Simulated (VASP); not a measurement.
Set up this calculation in VASP 6.6.1, as the native input.

```yaml
Task: single point
Functional: PBE
Potentials_or_basis: VASP PAW PBE potentials, release 64 (K_sv, I)
Cutoff: 520 eV
k_mesh: 6 × 6 × 6
Occupations: gaussian, width 0.05 eV
Spin: no spin polarisation
Dipole_correction: no
Further_INCAR_settings: ALGO = Normal; EDIFF = 1e-07; NBANDS = 15
```

The structure of KI lies in POSCAR:

```
KI
1.0
    0.0264341250      3.5245500000      3.5245500000
    3.5509841250      0.0000000000      3.5509841250
    3.5245500000      3.5245500000      0.0264341250
K I
1 1
Direct
    0.0000000000      0.0000000000      0.0000000000
    0.5000000000      0.5000000000      0.5000000000
```

This cell differs from its parent crystal: strain +0.0150 x Voigt [0, 0, 0, 0, 1, 0].

These files were run (other wordings do the same):

INCAR

```
ALGO = Normal
EDIFF = 1E-7
ENCUT = 520
GGA = PE
ISIF = 2
ISMEAR = 0
LASPH = T
LCHARG = T
LELF = T
LREAL = F
LVHAR = T
LWAVE = F
NBANDS = 15
NELM = 80
PREC = Accurate
SIGMA = 0.05
```

KPOINTS

```
k-points
0
Gamma
  6 6 6
```

Potentials or basis: VASP PAW PBE potentials, release 64 (K_sv, I).

Command:

```sh
$ cat potpaw_PBE.64/K_sv/POTCAR potpaw_PBE.64/I/POTCAR > POTCAR
$ mpirun -np 1 vasp_std > vasp.out
```

It gave:

| Property | Result |
| --- | --- |
| Pressure | 0.7 GPa |
| Band gap on the k mesh | 3.96 eV |

Caveat: the cell differs from its parent crystal (strain +0.0150 x Voigt [0, 0, 0, 0, 1, 0]); spin-orbit coupling is left out, which moves the levels of the heavy elements.

Run time: 2.8 min on 1 thread of AMD EPYC 7R13 (shared host), peak memory 0.23 GiB.
